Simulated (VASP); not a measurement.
Cu, 6 atoms in the cell. The cell holds a slab with vacuum, 6 atoms: a = 2.504 Å, b = 2.504 Å, c = 24.576 Å, α = 90.00°, β = 90.00°, γ = 120.00°. 

- Program: VASP 6.6.1
- Task: single point
- Functional: LDA
- Potentials or basis: VASP PAW LDA potentials, release 64 (Cu)
- Cutoff: 520 eV
- k mesh: 10 × 10 × 1
- Occupations: fermi-dirac, width 0.15 eV
- Spin: no spin polarisation
- Dipole correction: no
- Further INCAR settings: ALGO = Normal; EDIFF = 1e-06; NBANDS = 42

Potentials or basis: VASP PAW LDA potentials, release 64 (Cu).

The run is started by

```sh
$ cat potpaw_LDA.64/Cu/POTCAR > POTCAR
$ mpirun -np 1 vasp_std > vasp.out
```

Hardware: 1 thread of Intel Xeon 6975P-C (shared host).

Estimate the wall time of this run.

Run time: 2.4 min on 1 thread of Intel Xeon 6975P-C (shared host), peak memory 0.23 GiB. Counts: scf iterations 24, k points 14.
